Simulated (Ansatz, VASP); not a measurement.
## One calculation of Ba, two programs

```
Ba
1.0
    -2.43991    2.43991    2.43991
     2.43991   -2.43991    2.43991
     2.43991    2.43991   -2.43991
Ba
1
Cartesian
  0.0000 0.0000 0.0000
```

Alike in both runs: functional PBEsol; k mesh 15 × 15 × 15; no spin polarisation.

Ansatz relaxed the structure, and its values are those at the end. VASP's run is a single point on that final structure, the one shown.

|  | VASP | Ansatz |
| --- | --- | --- |
| version | VASP 6.6.1 | Ansatz 0.2.0 |
| potentials or method | VASP PAW PBE potentials, release 64 (Ba_sv) | plane-wave PAW, scalar-relativistic |
| plane-wave cutoff (eV) | 500 | 420 |
| occupations | methfessel-paxton of order 1, width 0.1 eV | cold, width 0.1 eV |
| valence electrons in the cell | 10 | 10 |

```tsv
	VASP	Ansatz	Ansatz less VASP
pressure (GPa)	0.1	0.0	-0.07
```

VASP's potentials were made for PBE, not for PBEsol, and Ansatz warns of the same on its side.

Neither program's run includes spin-orbit coupling.
